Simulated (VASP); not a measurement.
A run of VASP 6.6.1 is set up as follows.

INCAR

```
PREC = Accurate
ENCUT = 520
EDIFF = 1E-6
ISMEAR = 0
SIGMA = 0.1
LREAL = False
LASPH = True
NELM = 80
ALGO = Fast
ISIF = 2
LWAVE = False
LCHARG = True
GGA = PS
LELF = True
LVHAR = True
NBANDS = 40
```

The input KPOINTS:

```
Automatic mesh
0
Gamma
  12 12 6
```

The input POSCAR:

```
In2Sb
1.0
    5.3799042018      0.0000000000      0.0000000000
   -2.6899521009      4.6591337087      0.0000000000
    0.0000000000      0.0000000000      6.7225520000
In Sb
4 2
Direct
    0.6666666667      0.3333333333      0.2500000000
    0.3333333333      0.6666666667      0.7500000000
    0.0000000000      0.0000000000      0.5000000000
    0.0000000000      0.0000000000      0.0000000000
    0.6666666667      0.3333333333      0.7500000000
    0.3333333333      0.6666666667      0.2500000000
```

Potentials or basis: VASP PAW PBE potentials, release 64 (In_d, Sb).

Launch:

```bash
$ cat potpaw_PBE.64/In_d/POTCAR potpaw_PBE.64/Sb/POTCAR > POTCAR
$ mpirun -np 1 vasp_std > vasp.out
```

(1) Predict the band gap on the k mesh.

(2) Estimate the pressure.

Results:

(1) zero (bands 31 and 32 overlap by 2.07 eV).

(2) -2.6 GPa.

Caveat: the PAW data sets were made with another functional, which shifts forces and pressure a little; spin-orbit coupling is left out, which moves the levels of the heavy elements.
